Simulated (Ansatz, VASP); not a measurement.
## AlSn: VASP beside Ansatz

INCAR

```
  ALGO = Normal
  EDIFF = 1E-6
  ENCUT = 500
  GGA = PS
  GGA_COMPAT = F
  ISIF = 2
  ISMEAR = -1
  LASPH = T
  LCHARG = F
  LREAL = F
  LWAVE = F
  NBANDS = 16
  NELM = 120
  PREC = Accurate
  SIGMA = 0.05
```

The input KPOINTS:

```
k-points
0
Gamma
  6 6 7
```

The input POSCAR:

```
AlSn
1.0
    4.2820677280      0.0000000000      0.0000000000
   -2.1410338640      3.7083794331      0.0000000000
    0.0000000000      0.0000000000      3.3068470000
Sn Al
1 1
Direct
    0.3333333333      0.6666666667      0.5000000000
    0.0000000000      0.0000000000      0.0000000000
```

Contents of input.yaml:

```yaml
crystal:
  lattice:
    - [4.282067728, 0.0, 0.0]
    - [-2.141033864, 3.7083794331, 0.0]
    - [0.0, 0.0, 3.306847]
  atoms:
    - { symbol: Sn, position: [0.3333333333, 0.6666666667, 0.5] }
    - { symbol: Al, position: [0.0, 0.0, 0.0] }
hamiltonian:
  xc: pbesol
  pseudopotentials: { kind: paw }
kpoints:
  mp_grid: { grid: [6, 6, 7] }
  band_path:
    path:
      - [[0.0, 0.0, 0.0], [0.5, 0.0, 0.0], [0.3333333333, 0.3333333333, 0.0], [0.0, 0.0, 0.0], [0.0, 0.0, 0.5], [0.5, 0.0, 0.5], [0.3333333333, 0.3333333333, 0.5], [0.0, 0.0, 0.5]]
      - [[0.5, 0.0, 0.5], [0.5, 0.0, 0.0]]
      - [[0.3333333333, 0.3333333333, 0.0], [0.3333333333, 0.3333333333, 0.5]]
    npoints: 14
scf:
  occupations: { method: fermi_dirac, width: 0.05 }
  n_extra_bands: 6
output:
  forces: true
  stress: true
  eigenvalues: true
  fatbands: false
```

Alike in both runs: functional PBEsol; k mesh 6 × 6 × 7; occupations fermi-dirac, width 0.05 eV; no spin polarisation.

```csv
,VASP,Ansatz
version,VASP 6.6.1,Ansatz 0.2.0
potentials or method,"VASP PAW PBE potentials, release 64 (Sn_d, Al)",Ansatz PAW
plane-wave cutoff (eV),500,420
valence electrons in the cell,17,17
task,single point,band structure
```

```tsv
	VASP	Ansatz	Ansatz less VASP
gap on the k mesh at the Fermi level (eV)	none	none	-
pressure (GPa)	-3.8	-3.8	+0.04
traceless stress, the component that is largest in VASP (GPa)	-1.80	-1.80	0.000
```

VASP's potentials were made for PBE, not for PBEsol. A gap of «none» marks a metal or a gap that the smearing closes. With one functional, cell and mesh, what is left measures potentials, basis and numerics.
